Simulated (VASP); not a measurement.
# Ta7NbN8 (a cell with a defect) in VASP: single point with PBEsol

Aim: the single point of Ta7NbN8 (a cell with a defect) with PBEsol.

All numbers are computed with VASP 6.6.1; they aren't measurements. Logs are shortened: lines on timing, memory, paths and dates and some standing lists are left out, and cuts for length are marked.

## (1) The cell of the first run

The cell holds a defect, 16 atoms: a = 6.163 Å, b = 6.163 Å, c = 6.163 Å, α = 60.00°, β = 60.00°, γ = 60.00°.

## (2) Single point, PBEsol

INCAR

```
PREC = Accurate ; ENCUT = 520
EDIFF = 1E-6 ; ISMEAR = 1
SIGMA = 0.15 ; LREAL = False
LASPH = True ; NELM = 120
ALGO = Normal ; ISIF = 2
LWAVE = False ; LCHARG = False
GGA = PS ; NBANDS = 79
GGA_COMPAT = False
```

KPOINTS

```
Automatic mesh
0
Gamma
  3 3 3
```

POSCAR

```
Ta7NbN8
1.0
    0.0000000000      4.3580000000      4.3580000000
    4.3580000000      0.0000000000      4.3580000000
    4.3580000000      4.3580000000      0.0000000000
Nb N Ta
1 8 7
Direct
    0.2500000000      0.2500000000      0.2500000000
    0.0000000000      0.0000000000      0.0000000000
    0.0000000000      0.0000000000      0.5000000000
    0.0000000000      0.5000000000      0.0000000000
    0.0000000000      0.5000000000      0.5000000000
    0.5000000000      0.0000000000      0.0000000000
    0.5000000000      0.0000000000      0.5000000000
    0.5000000000      0.5000000000      0.0000000000
    0.5000000000      0.5000000000      0.5000000000
    0.2500000000      0.2500000000      0.7500000000
    0.2500000000      0.7500000000      0.2500000000
    0.2500000000      0.7500000000      0.7500000000
    0.7500000000      0.2500000000      0.2500000000
    0.7500000000      0.2500000000      0.7500000000
    0.7500000000      0.7500000000      0.2500000000
    0.7500000000      0.7500000000      0.7500000000
```

Potentials or basis: VASP PAW PBE potentials, release 64 (Nb_sv, N, Ta_pv).

Started as:

```sh
$ cat potpaw_PBE.64/Nb_sv/POTCAR potpaw_PBE.64/N/POTCAR potpaw_PBE.64/Ta_pv/POTCAR > POTCAR
$ mpirun -np 1 vasp_std > vasp.out
```

OUTCAR:

```text
PREC = Accurate
   ENCUT = 520
   EDIFF = 1E-6
   ISMEAR = 1
   LREAL = False
   LASPH = True
   NELM = 120
   ISIF = 2
   GGA = PS

 ion  position               nearest neighbor table
   1  0.250  0.250  0.250-   3 2.18   4 2.18   5 2.18   6 2.18   7 2.18   8 2.18  10 3.08  11 3.08
                            13 3.08  10 3.08  12 3.08  14 3.08  11 3.08  12 3.08  15 3.08  13 3.08
   2  0.000  0.000  0.000-  10 2.18  11 2.18  12 2.18  13 2.18  14 2.18  15 2.18
   3  0.000  0.000  0.500-   1 2.18  11 2.18  12 2.18  13 2.18  14 2.18  16 2.18
   4  0.000  0.500  0.000-   1 2.18  10 2.18  12 2.18  13 2.18  15 2.18  16 2.18
   5  0.000  0.500  0.500-   1 2.18  10 2.18  11 2.18  14 2.18  15 2.18  16 2.18
   6  0.500  0.000  0.000-   1 2.18  10 2.18  11 2.18  14 2.18  15 2.18  16 2.18
   7  0.500  0.000  0.500-   1 2.18  10 2.18  12 2.18  13 2.18  15 2.18  16 2.18
   8  0.500  0.500  0.000-   1 2.18  11 2.18  12 2.18  13 2.18  14 2.18  16 2.18
   9  0.500  0.500  0.500-  10 2.18  11 2.18  12 2.18  13 2.18  14 2.18  15 2.18
  10  0.250  0.250  0.750-   2 2.18   4 2.18   5 2.18   6 2.18   7 2.18   9 2.18   1 3.08  12 3.08
                            14 3.08   1 3.08  11 3.08  13 3.08  11 3.08  12 3.08  16 3.08  13 3.08
  11  0.250  0.750  0.250-   2 2.18   3 2.18   5 2.18   6 2.18   8 2.18   9 2.18   1 3.08  12 3.08
                            15 3.08  10 3.08  12 3.08  16 3.08   1 3.08  10 3.08  13 3.08  13 3.08
  12  0.250  0.750  0.750-   2 2.18   3 2.18   4 2.18   7 2.18   8 2.18   9 2.18  10 3.08  11 3.08
                            16 3.08   1 3.08  11 3.08  15 3.08   1 3.08  10 3.08  14 3.08  14 3.08
  13  0.750  0.250  0.250-   2 2.18   3 2.18   4 2.18   7 2.18   8 2.18   9 2.18   1 3.08  14 3.08
                            15 3.08  10 3.08  14 3.08  16 3.08  11 3.08  15 3.08  16 3.08   1 3.08
  14  0.750  0.250  0.750-   2 2.18   3 2.18   5 2.18   6 2.18   8 2.18   9 2.18  10 3.08  13 3.08
                            16 3.08   1 3.08  13 3.08  15 3.08  12 3.08  15 3.08  16 3.08   1 3.08
  15  0.750  0.750  0.250-   2 2.18   4 2.18   5 2.18   6 2.18   7 2.18   9 2.18  11 3.08  13 3.08
                            16 3.08  12 3.08  14 3.08  16 3.08   1 3.08  13 3.08  14 3.08   1 3.08
  16  0.750  0.750  0.750-   3 2.18   4 2.18   5 2.18   6 2.18   7 2.18   8 2.18  12 3.08  14 3.08
                            15 3.08  11 3.08  13 3.08  15 3.08  10 3.08  13 3.08  14 3.08  10 3.08

  LATTYP: Found a face centered cubic cell.
 ALAT       =     8.7160000000

  Lattice vectors:

 A1 = (   0.0000000000,   4.3580000000,   4.3580000000)
 A2 = (   4.3580000000,   0.0000000000,   4.3580000000)
 A3 = (   4.3580000000,   4.3580000000,   0.0000000000)

Analysis of symmetry for initial positions (statically):
=====================================================================
 Subroutine PRICEL returns:
 Original cell was already a primitive cell.

 Routine SETGRP: Setting up the symmetry group for a
 face centered cubic supercell.

 Subroutine GETGRP returns: Found 48 space group operations
 (whereof 24 operations were pure point group operations)
 out of a pool of 48 trial point group operations.

[... 140 lines left out ...]
   IALGO  =     38    algorithm
   IMIX   =      4    mixing-type and parameters
     AMIX     =   0.40;   BMIX     =  1.00
     AMIX_MAG =   1.60;   BMIX_MAG =  1.00
  volume/ion in A,a.u.               =      10.35        69.82
  Fermi-wavevector in a.u.,A,eV,Ry     =   1.510400  2.854243 31.039093  2.281309
  Thomas-Fermi vector in A             =   2.620595
   LORBIT       =      0    0 simple, 1 ext, 2 COOP (PROOUT), +10 PAW based schemes
   GGA     = PS    functional components
   LHFCALC =     F    Hartree Fock is set to
   AEXX    =    0.0000 exact exchange contribution
   IVDW    =     0    specifies the selected vdW correction
   LEPSILON=     F    determine dielectric tensor
   LRPA    =     F    only Hartree local field effects (RPA)
 non-spin polarized calculation
 Methfessel and Paxton  Order N= 1 SIGMA  =   0.15
  energy-cutoff  :      520.00
  volume of cell :      165.54
 maximum number of plane-waves:      4477
 NGX is ok and might be reduce to    48
   NGX = 23   NGY = 23   NGZ = 23

 number of electron     129.9999998 magnetization

 Free energy of the ion-electron system (eV)
  ---------------------------------------------------
  ext. energy  EPLUGINS =         0.00000000
  ---------------------------------------------------
  free energy    TOTEN  =      -183.88452230 eV

  energy without entropy =     -183.86597150  energy(sigma->0) =     -183.87833870

 E-fermi :  10.2994     XC(G=0): -13.7327

 val. band max:       10.2582975769   @ k =   0.0000   0.0000   0.0000
 cond. band min:      10.3478356706   @ k =   0.3333   0.3333   0.0000
 fundamental gap:      0.0895380937
 Fermi energy:        10.2993654653

 k-point     1 :       0.0000    0.0000    0.0000
  band No.  band energies     occupation
      1     -45.8755      2.00000
      2     -26.3597      2.00000
      3     -26.2811      2.00000
      4     -26.2811      2.00000
      5     -26.2811      2.00000
      6     -26.0928      2.00000
[... 309 lines left out ...]
     76      12.2136     -0.00000
     77      12.3093     -0.00000
 [bands above 77 left out]

------------------------ aborting loop because EDIFF is reached ----------------------------------------

  FORCE on cell =-STRESS in cart. coord.  units (eV):
  Direction    XX          YY          ZZ          XY          YZ          ZX
  --------------------------------------------------------------------------------------
  -------------------------------------------------------------------------------------
  Total        6.1072096      6.1072096      6.1072096      0.0000000      0.0000000     -0.0000000
  in kB       59.1101051     59.1101051     59.1101051      0.0000000      0.0000000     -0.0000000
  external PRESSURE =      59.1101051 kB  Pullay stress =       0.0000000 kB

 VOLUME and BASIS-vectors are now :
 -----------------------------------------------------------------------------
  energy-cutoff  :      520.00
  volume of cell :      165.54
      direct lattice vectors                 reciprocal lattice vectors
     0.000000000  4.358000000  4.358000000    -0.114731528  0.114731528  0.114731528
     4.358000000  0.000000000  4.358000000     0.114731528 -0.114731528  0.114731528
     4.358000000  4.358000000  0.000000000     0.114731528  0.114731528 -0.114731528

 POSITION                                       TOTAL-FORCE (eV/Angst)
 -----------------------------------------------------------------------------------
      2.17900      2.17900      2.17900         0.000000      0.000000      0.000000
      0.00000      0.00000      0.00000         0.000000      0.000000      0.000000
      2.17900      2.17900      0.00000         0.000000      0.000000     -0.264344
      2.17900      0.00000      2.17900         0.000000     -0.264344      0.000000
      4.35800      2.17900      2.17900         0.264344      0.000000      0.000000
      0.00000      2.17900      2.17900        -0.264344      0.000000      0.000000
[... 8 lines left out ...]
      4.35800      4.35800      6.53700         0.000000      0.000000      0.000000
      6.53700      6.53700      6.53700         0.000000      0.000000      0.000000
 -----------------------------------------------------------------------------------
    total drift:                                0.000000      0.000000      0.000000

  FREE ENERGIE OF THE ION-ELECTRON SYSTEM (eV)
  ---------------------------------------------------
  free  energy   TOTEN  =      -183.8845223046 eV

  energy  without entropy=     -183.8659715012  energy(sigma->0) =     -183.87833870
```

OSZICAR:

```text
N       E                     dE             d eps       ncg     rms          rms(c)
DAV:   1     0.143620807369E+04    0.14362E+04   -0.71490E+04   632   0.177E+03
DAV:   2    -0.549971823024E+02   -0.14912E+04   -0.14361E+04   695   0.566E+02
DAV:   3    -0.199087024918E+03   -0.14409E+03   -0.14013E+03   896   0.158E+02
DAV:   4    -0.206134018026E+03   -0.70470E+01   -0.69264E+01   944   0.343E+01
DAV:   5    -0.206462205830E+03   -0.32819E+00   -0.32599E+00  1040   0.572E+00    0.691E+01
DAV:   6    -0.184367071566E+03    0.22095E+02   -0.12248E+02   792   0.390E+01    0.319E+01
DAV:   7    -0.184054985783E+03    0.31209E+00   -0.69810E+00   872   0.108E+01    0.158E+01
DAV:   8    -0.183910599246E+03    0.14439E+00   -0.86710E-01   800   0.352E+00    0.219E+00
DAV:   9    -0.183891170735E+03    0.19429E-01   -0.23291E-01   856   0.179E+00    0.829E-01
DAV:  10    -0.183885402653E+03    0.57681E-02   -0.46479E-02   896   0.886E-01    0.585E-01
DAV:  11    -0.183884583454E+03    0.81920E-03   -0.67563E-03   896   0.415E-01    0.130E-01
DAV:  12    -0.183884550211E+03    0.33243E-04   -0.10452E-03   928   0.168E-01    0.362E-02
DAV:  13    -0.183884524191E+03    0.26020E-04   -0.13682E-04   864   0.617E-02    0.363E-02
DAV:  14    -0.183884522326E+03    0.18652E-05   -0.11388E-05   936   0.184E-02    0.202E-02
DAV:  15    -0.183884522305E+03    0.21520E-07   -0.45615E-06   704   0.764E-03
   1 F= -.18388452E+03 E0= -.18387834E+03  d E =-.185508E-01
```

Wall time 64 s (1 thread of Intel Xeon 6975P-C (Granite Rapids), shared host); peak memory 0.33 GiB.

Results:

```
Free energy            : -183.8845 eV
Pressure               : 5.9 GPa
Largest force          : 0.264 eV/Å
Band gap on the k mesh : zero (bands 65 and 66 overlap by 1.07 eV)
```

Forces in eV/Å, atoms in the order of the input:
```
Nb   0.000  0.000  0.000
N    0.000  0.000  0.000
N    0.000  0.000 -0.264
N    0.000 -0.264  0.000
N    0.264  0.000  0.000
N   -0.264  0.000  0.000
N    0.000  0.264  0.000
N    0.000  0.000  0.264
N    0.000  0.000  0.000
Ta   0.000  0.000  0.000
Ta   0.000  0.000  0.000
Ta   0.000  0.000  0.000
Ta   0.000  0.000  0.000
Ta   0.000  0.000  0.000
Ta   0.000  0.000  0.000
Ta   0.000  0.000  0.000
```

Levels at points of the mesh, in eV from the Fermi level:
| k point | band 62 | band 63 | band 64 | band 65 | band 66 | band 67 | band 68 | band 69 |
| --- | --- | --- | --- | --- | --- | --- | --- | --- |
| (0.00, 0.00, 0.00) | -2.23 | -2.23 | -0.04 | -0.04 | 1.73 | 1.73 | 1.73 | 1.91 |

Caveat: the k points lie up to 0.42 Å⁻¹ apart, too coarse for converged energies and pressures of a metal; the PAW data sets were made with another functional, which shifts forces and pressure a little; spin-orbit coupling is left out, which moves the levels of the heavy elements.

The gap in the log of VASP goes by the Fermi energy; the results here count the filled bands.